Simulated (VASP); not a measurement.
# Ca (Fm-3m) in VASP: notebook

The runs below take Ca through single point, with r2SCAN+rVV10.

Program: VASP 6.6.1. These are calculated values, not measurements. Logs are shortened: lines on timing, memory, paths and dates and some standing lists are left out, and cuts for length are marked.

## Step 1: The cell of the first run

Symmetry: Fm-3m, No. 225, cubic system. The conventional cell has a = 5.734 Å, b = 5.734 Å, c = 5.734 Å, α = 90.00°, β = 90.00°, γ = 90.00°. Within 5.3 Å of Ca (site symmetry m-3m) lie 12 Ca at 4.05 Å.

## Step 2: Single point, r2SCAN+rVV10

POSCAR reads:

```
Ca
1.0
    0.0000000000      2.8668088741      2.8668088741
    2.8668088741      0.0000000000      2.8668088741
    2.8668088741      2.8668088741      0.0000000000
Ca
1
Direct
    0.0000000000      0.0000000000      0.0000000000
```

INCAR.step1 reads:

```
PREC = Accurate
ENCUT = 520
ISMEAR = -1
SIGMA = 0.05
LREAL = F
LASPH = T
NELM = 60
NBANDS = 11
GGA = PE
ALGO = Normal
EDIFF = 1E-4
LWAVE = T
LCHARG = F
```

INCAR.step2 reads:

```
PREC = Accurate
ENCUT = 520
EDIFF = 1E-6
ISMEAR = -1
SIGMA = 0.05
LREAL = F
LASPH = T
NELM = 60
ALGO = Normal
ISIF = 2
LWAVE = F
LCHARG = F
METAGGA = R2SCAN
LMIXTAU = T
LUSE_VDW = T
IVDW_NL = 2
BPARAM = 11.95
CPARAM = 0.0093
NBANDS = 11
ISTART = 1
```

KPOINTS reads:

```
regular mesh
0
Gamma
  8 8 8
```

Potentials or basis: VASP PAW PBE potentials, release 64 (Ca_sv).

Started as:

```console
> cat potpaw_PBE.64/Ca_sv/POTCAR > POTCAR
> cp INCAR.step1 INCAR
> mpirun -np 1 vasp_std > vasp.out
> cp INCAR.step2 INCAR
> mpirun -np 1 vasp_std > vasp.out
```

OUTCAR:

```text
PREC = Accurate
   ENCUT = 520
   EDIFF = 1E-6
   ISMEAR = -1
   LREAL = F
   LASPH = T
   NELM = 60
   ISIF = 2
   METAGGA = R2SCAN
   IVDW_NL = 2
   BPARAM = 11.95
   ISTART = 1

 ion  position               nearest neighbor table
   1  0.000  0.000  0.000-

  LATTYP: Found a face centered cubic cell.
 ALAT       =     5.7336177482

  Lattice vectors:

 A1 = (   0.0000000000,   2.8668088741,   2.8668088741)
 A2 = (   2.8668088741,   0.0000000000,   2.8668088741)
 A3 = (   2.8668088741,   2.8668088741,   0.0000000000)

Analysis of symmetry for initial positions (statically):
=====================================================================
 Subroutine PRICEL returns:
 Original cell was already a primitive cell.

 Routine SETGRP: Setting up the symmetry group for a
 face centered cubic supercell.

 Subroutine GETGRP returns: Found 48 space group operations
 (whereof 48 operations were pure point group operations)
 out of a pool of 48 trial point group operations.

The static configuration has the point symmetry O_h .

Analysis of symmetry for dynamics (positions and initial velocities):
=====================================================================
 Subroutine PRICEL returns:
 Original cell was already a primitive cell.

 Routine SETGRP: Setting up the symmetry group for a
 face centered cubic supercell.

 Subroutine GETGRP returns: Found 48 space group operations
 (whereof 48 operations were pure point group operations)
 out of a pool of 48 trial point group operations.

The dynamic configuration has the point symmetry O_h .

 Subroutine INISYM returns: Found 48 space group operations
 (whereof 48 operations are pure point group operations),
 and found     1 'primitive' translations

----------------------------------------------------------------------------------------

                                     Primitive cell

  volume of cell :      47.1223

  direct lattice vectors                    reciprocal lattice vectors
     0.000000000  2.866808874  2.866808874    -0.174409953  0.174409953  0.174409953
     2.866808874  0.000000000  2.866808874     0.174409953 -0.174409953  0.174409953
     2.866808874  2.866808874  0.000000000     0.174409953  0.174409953 -0.174409953

  length of vectors
     4.054279990  4.054279990  4.054279990     0.302086899  0.302086899  0.302086899

  position of ions in fractional coordinates (direct lattice)
     0.000000000  0.000000000  0.000000000

  ion indices of the primitive-cell ions
   primitive index   ion index
                 1           1

----------------------------------------------------------------------------------------

 KPOINTS: regular mesh

Automatic generation of k-mesh.
 Grid dimensions read from file:
 generate k-points for:    8    8    8

 Generating k-lattice:

  Cartesian coordinates                     Fractional coordinates (reciprocal lattice)
    -0.021801244  0.021801244  0.021801244     0.125000000  0.000000000  0.000000000
     0.021801244 -0.021801244  0.021801244     0.000000000  0.125000000  0.000000000
     0.021801244  0.021801244 -0.021801244     0.000000000  0.000000000  0.125000000

  Length of vectors
     0.037760862  0.037760862  0.037760862

  Shift w.r.t. Gamma in fractional coordinates (k-lattice)
     0.000000000  0.000000000  0.000000000

 Subroutine IBZKPT returns following result:
 ===========================================

 Found     29 irreducible k-points:

 Following reciprocal coordinates:
            Coordinates               Weight
  0.000000  0.000000  0.000000      1.000000
  0.125000  0.000000  0.000000      8.000000
  0.250000  0.000000  0.000000      8.000000
  0.375000  0.000000  0.000000      8.000000
  0.500000  0.000000  0.000000      4.000000
  0.125000  0.125000  0.000000      6.000000
[... 16 lines left out ...]
  0.500000  0.250000  0.125000     48.000000
 -0.375000  0.250000  0.125000     24.000000
 [... further k-points ...]
   k-points           NKPTS =     29   k-points in BZ     NKDIM =     29   number of bands    NBANDS=     11
   number of dos      NEDOS =    301   number of ions     NIONS =      1
   total plane-waves  NPLWV =  27000
   dimension x,y,z NGX =    30 NGY =   30 NGZ =   30
   dimension x,y,z NGXF=    60 NGYF=   60 NGZF=   60
   ions per type =               1
   NGX,Y,Z   is equivalent  to a cutoff of  12.30, 12.30, 12.30 a.u.
   NGXF,Y,Z  is equivalent  to a cutoff of  24.60, 24.60, 24.60 a.u.
 SYSTEM =  unknown system
   PREC   = accura    normal or accurate (medium, high low for compatibility)
   ISTART =      1    job   : 0-new  1-cont  2-samecut
   ICHARG =      0    charge: 1-file 2-atom 10-const
   ISPIN  =      1    spin polarized calculation?
   LNONCOLLINEAR =      F non collinear calculations
   LSORBIT =      F    spin-orbit coupling
   LASPH  =      T    aspherical Exc in radial PAW
   ENCUT  =  520.0 eV  38.22 Ry    6.18 a.u.   7.54  7.54  7.54*2*pi/ulx,y,z
   NELM   =     60;   NELMIN=  2; NELMDL=  0     # of ELM steps
   EDIFF  = 0.1E-05   stopping-criterion for ELM
   LREAL  =      F    real-space projection
   EDIFFG = 0.1E-04   stopping-criterion for IOM
   NSW    =      0    number of steps for IOM
   IBRION =     -1    ionic relax: 0-MD 1-quasi-New 2-CG
   NFREE  =      0    steps in history (QN), initial steepest desc. (CG)
   ISIF   =      2    stress and relaxation
   ISYM   =      2    0-nonsym 1-usesym 2-fastsym
   POTIM  = 0.5000    time-step for ionic-motion
   TEBEG  =    0.0;   TEEND  =   0.0 temperature during run
   PSTRESS=    0.0 pullay stress
   NELECT =      10.0000    total number of electrons
   NUPDOWN=      -1.0000    fix difference up-down
   EMIN   =  10.00;   EMAX   =-10.00  energy-range for DOS
   EFERMI =   0.00;   METHOD = LEGACY
   ISMEAR =    -1;   SIGMA  =   0.05  broadening in eV -4-tet -1-fermi 0-gaus
   EFERMI_NEDOS =   21; number of points for ismear=-14 and -15
   IALGO  =     38    algorithm
   IMIX   =      4    mixing-type and parameters
     AMIX     =   0.40;   BMIX     =  1.00
     AMIX_MAG =   1.60;   BMIX_MAG =  1.00
  volume/ion in A,a.u.               =      47.12       318.00
  Fermi-wavevector in a.u.,A,eV,Ry     =   0.976486  1.845291 12.973498  0.953525
  Thomas-Fermi vector in A             =   2.107109
   LORBIT       =      0    0 simple, 1 ext, 2 COOP (PROOUT), +10 PAW based schemes
   METAGGA = R2SCAN    functional components
   LHFCALC =     F    Hartree Fock is set to
   AEXX    =    0.0000 exact exchange contribution
   IVDW_NL    =     2    kernel type
   BPARAM     =11.9500
   IVDW    =     0    specifies the selected vdW correction
   LEPSILON=     F    determine dielectric tensor
   LRPA    =     F    only Hartree local field effects (RPA)
 non-spin polarized calculation
  energy-cutoff  :      520.00
  volume of cell :       47.12
 maximum number of plane-waves:      1287
   NGX = 15   NGY = 15   NGZ = 15

 number of electron      10.0000003 magnetization

 Free energy of the ion-electron system (eV)
  ---------------------------------------------------
  ext. energy  EPLUGINS =         0.00000000
  ---------------------------------------------------
  free energy    TOTEN  =        -6.73093195 eV

  energy without entropy =       -6.71864808  energy(sigma->0) =       -6.72479001

 E-fermi :   1.5130     XC(G=0):  -7.8838

 val. band max:        1.4575602841   @ k =  -0.3750   0.3750   0.1250
 cond. band min:       1.5218011811   @ k =  -0.3750   0.5000   0.1250
 fundamental gap:      0.0642408971
 Fermi energy:         1.5130211454

 k-point     1 :       0.0000    0.0000    0.0000
  band No.  band energies     occupation
      1     -42.4438      2.00000
      2     -22.4827      2.00000
      3     -22.4827      2.00000
      4     -22.4827      2.00000
      5      -2.5310      2.00000
      6       4.1299      0.00000
      7       4.1300      0.00000
      8       4.1300      0.00000
      9       5.1386      0.00000
     10       5.1386      0.00000
     11      10.7085      0.00000

 k-point     2 :       0.1250    0.0000    0.0000
  band No.  band energies     occupation
      1     -42.4425      2.00000
      2     -22.4973      2.00000
      3     -22.4848      2.00000
      4     -22.4848      2.00000
      5      -2.2733      2.00000
      6       3.8448      0.00000
      7       4.2138      0.00000
      8       4.2139      0.00000
      9       5.0699      0.00000
     10       5.0699      0.00000
     11      10.6896      0.00000

 k-point     3 :       0.2500    0.0000    0.0000
  band No.  band energies     occupation
      1     -42.4395      2.00000
      2     -22.5321      2.00000
      3     -22.4897      2.00000
      4     -22.4896      2.00000
      5      -1.5327      2.00000
      6       3.1488      0.00000
      7       4.2515      0.00000
      8       4.2515      0.00000
      9       5.1444      0.00000
     10       5.1444      0.00000
     11       8.8000      0.00000

 k-point     4 :       0.3750    0.0000    0.0000
  band No.  band energies     occupation
      1     -42.4365      2.00000
      2     -22.5665      2.00000
      3     -22.4945      2.00000
      4     -22.4945      2.00000
      5      -0.4172      2.00000
      6       2.1923      0.00000
      7       4.0946      0.00000
      8       4.0946      0.00000
      9       5.5388      0.00000
     10       5.5388      0.00000
     11       7.3017      0.00000
[... 239 lines left out ...]
 k-point    22 :       0.3750    0.2500    0.1250
  band No.  band energies     occupation
      1     -42.4372      2.00000
      2     -22.5406      2.00000
      3     -22.5076      2.00000
      4     -22.4958      2.00000
      5      -0.9073      2.00000
      6       2.9605      0.00000
      7       3.7306      0.00000
      8       4.6276      0.00000
      9       4.7680      0.00000
     10       5.6250      0.00000
     11       8.8316      0.00000

 k-point    23 :       0.5000    0.2500    0.1250
  band No.  band energies     occupation
      1     -42.4348      2.00000
      2     -22.5592      2.00000
      3     -22.5184      2.00000
      4     -22.5015      2.00000
      5       0.1495      2.00000
      6       2.3673      0.00000
      7       3.3181      0.00000
      8       4.4739      0.00000
      9       5.2880      0.00000
     10       5.9656      0.00000
     11       7.2734      0.00000

 k-point    24 :      -0.3750    0.2500    0.1250
  band No.  band energies     occupation
      1     -42.4338      2.00000
      2     -22.5672      2.00000
      3     -22.5218      2.00000
      4     -22.5046      2.00000
      5       1.2955      1.97451
      6       1.3962      1.82355
      7       3.2496      0.00000
      8       4.3819      0.00000
      9       5.6173      0.00000
     10       6.0903      0.00000
     11       6.5095      0.00000

 [... further k-points ...]
[... 5 lines left out ...]
  --------------------------------------------------------------------------------------
  -------------------------------------------------------------------------------------
  Total       -0.4309872     -0.4309872     -0.4309872      0.0000000      0.0000000      0.0000000
  in kB      -14.6537481    -14.6537481    -14.6537481      0.0000000      0.0000000      0.0000000
  external PRESSURE =     -14.6537481 kB  Pullay stress =       0.0000000 kB

 VOLUME and BASIS-vectors are now :
 -----------------------------------------------------------------------------
  energy-cutoff  :      520.00
  volume of cell :       47.12
      direct lattice vectors                 reciprocal lattice vectors
     0.000000000  2.866808874  2.866808874    -0.174409953  0.174409953  0.174409953
     2.866808874  0.000000000  2.866808874     0.174409953 -0.174409953  0.174409953
     2.866808874  2.866808874  0.000000000     0.174409953  0.174409953 -0.174409953

 POSITION                                       TOTAL-FORCE (eV/Angst)
 -----------------------------------------------------------------------------------
      0.00000      0.00000      0.00000         0.000000     -0.000000     -0.000000
 -----------------------------------------------------------------------------------
    total drift:                               -0.000000     -0.000000      0.000000

  FREE ENERGIE OF THE ION-ELECTRON SYSTEM (eV)
  ---------------------------------------------------
  free  energy   TOTEN  =        -6.7309319487 eV

  energy  without entropy=       -6.7186480788  energy(sigma->0) =       -6.72479001
```

Run time: 2.9 min. Hardware: 1 thread of Intel Xeon 8259CL, shared host; peak memory 0.29 GiB.

What came out:

```yaml
Free_energy: -6.7309 eV
Pressure: -1.5 GPa
Band_gap_on_the_k_mesh: zero (bands 5 and 6 overlap by 0.68 eV)
```

Caveat: the PAW data sets were made with another functional, which shifts forces and pressure a little.

## Step 3: Single point, r2SCAN+rVV10

This run uses another cell than the first one, of 48.06 Å³/atom.

POSCAR reads:

```
Ca
1.0
    0.0000000000      2.8857949166      2.8857949166
    2.8857949166      0.0000000000      2.8857949166
    2.8857949166      2.8857949166      0.0000000000
Ca
1
Direct
    0.0000000000      0.0000000000      0.0000000000
```

INCAR.step1 reads:

```
  PREC = Accurate
  ENCUT = 520
  ISMEAR = -1
  SIGMA = 0.05
  LREAL = False
  LASPH = True
  NELM = 100
  NBANDS = 11
  GGA = PE
  ALGO = Normal
  EDIFF = 1E-4
  LWAVE = True
  LCHARG = False
```

INCAR.step2 reads:

```
  PREC = Accurate
  ENCUT = 520
  EDIFF = 1E-6
  ISMEAR = -1
  SIGMA = 0.05
  LREAL = False
  LASPH = True
  NELM = 100
  ALGO = Normal
  ISIF = 2
  LWAVE = False
  LCHARG = False
  METAGGA = R2SCAN
  LMIXTAU = True
  LUSE_VDW = True
  IVDW_NL = 2
  BPARAM = 11.95
  CPARAM = 0.0093
  NBANDS = 11
  ISTART = 1
```

KPOINTS is that of step 2.

Potentials or basis: VASP PAW PBE potentials, release 64 (Ca_sv).

Started as:

```console
> cat potpaw_PBE.64/Ca_sv/POTCAR > POTCAR
> cp INCAR.step1 INCAR
> mpirun -np 1 vasp_std > vasp.out
> cp INCAR.step2 INCAR
> mpirun -np 1 vasp_std > vasp.out
```

Wall time 2.8 min (1 thread of Intel Xeon 8259CL, shared host); peak memory 0.29 GiB.

Results (log left out):

```yaml
Free_energy: -6.7219 eV
Pressure: -1.7 GPa
Band_gap_on_the_k_mesh: zero (bands 5 and 6 overlap by 0.69 eV)
```

Levels at points of the mesh, in eV from the Fermi level:
```csv
k point,band 1,band 2,band 3,band 4,band 5,band 6,band 7,band 8,band 9,band 10
"(0.00, 0.00, 0.00)",-44.01,-24.05,-24.05,-24.05,-4.01,2.59,2.59,2.59,3.57,3.57
"(0.50, 0.00, 0.00)",-44.00,-24.14,-24.06,-24.06,-0.85,-0.32,2.47,2.47,4.19,4.19
"(0.50, 0.50, 0.00)",-44.00,-24.13,-24.08,-24.08,-0.24,0.78,0.88,4.18,4.35,4.35
```

Caveat: the PAW data sets were made with another functional, which shifts forces and pressure a little.

## Step 4: Single point, r2SCAN+rVV10

This run uses another cell than the first one, of 49.01 Å³/atom.

POSCAR reads:

```
Ca
1.0
    0.0000000000      2.9045343697      2.9045343697
    2.9045343697      0.0000000000      2.9045343697
    2.9045343697      2.9045343697      0.0000000000
Ca
1
Direct
    0.0000000000      0.0000000000      0.0000000000
```

INCAR.step1 reads:

```
PREC = Accurate ; ENCUT = 520
ISMEAR = -1 ; SIGMA = 0.05
LREAL = False ; LASPH = True
NELM = 100 ; NBANDS = 11
GGA = PE ; ALGO = Normal
EDIFF = 1E-4 ; LWAVE = True
LCHARG = False
```

INCAR.step2 reads:

```
PREC = Accurate ; ENCUT = 520
EDIFF = 1E-6 ; ISMEAR = -1
SIGMA = 0.05 ; LREAL = False
LASPH = True ; NELM = 100
ALGO = Normal ; ISIF = 2
LWAVE = False ; LCHARG = False
METAGGA = R2SCAN ; LMIXTAU = True
LUSE_VDW = True ; IVDW_NL = 2
BPARAM = 11.95 ; CPARAM = 0.0093
NBANDS = 11 ; ISTART = 1
```

KPOINTS is that of step 3.

Started as:

```console
> cat potpaw_PBE.64/Ca_sv/POTCAR > POTCAR
> cp INCAR.step1 INCAR
> mpirun -np 1 vasp_std > vasp.out
> cp INCAR.step2 INCAR
> mpirun -np 1 vasp_std > vasp.out
```

Run time: 2.6 min. Hardware: 1 thread of Intel Xeon 8259CL, shared host; peak memory 0.32 GiB.

Results (log left out):

```yaml
Free_energy: -6.7115 eV
Pressure: -1.9 GPa
Band_gap_on_the_k_mesh: zero (bands 5 and 6 overlap by 0.71 eV)
```

Levels at points of the mesh, in eV from the Fermi level:
| k point | band 3 | band 4 | band 5 | band 6 | band 7 | band 8 |
| --- | --- | --- | --- | --- | --- | --- |
| (0.00, 0.00, 0.00) | -24.10 | -24.10 | -3.97 | 2.56 | 2.56 | 2.56 |
| (0.50, 0.00, 0.00) | -24.11 | -24.11 | -0.85 | -0.33 | 2.45 | 2.45 |
| (0.50, 0.50, 0.00) | -24.13 | -24.13 | -0.22 | 0.75 | 0.88 | 4.12 |

Caveat: the PAW data sets were made with another functional, which shifts forces and pressure a little.

## Step 5: Overview

```tsv
cell	gap on the mesh (eV)	pressure (GPa)
a = 4.054 Å, angles 60.0°, 1 atom	none	-1.5
a = 4.081 Å, angles 60.0°, 1 atom	none	-1.7
a = 4.108 Å, angles 60.0°, 1 atom	none	-1.9
```

Alike in all rows: task single point; level r2SCAN+rVV10; potentials or basis VASP PAW PBE potentials, release 64 (Ca_sv); no spin polarisation; k mesh 8 × 8 × 8; cutoff (eV) 520; smearing fermi-dirac 0.05 eV.

Caveats: the PAW data sets were made with another functional, which shifts forces and pressure a little.

Absolute energies hang on the potentials; compare differences alone.
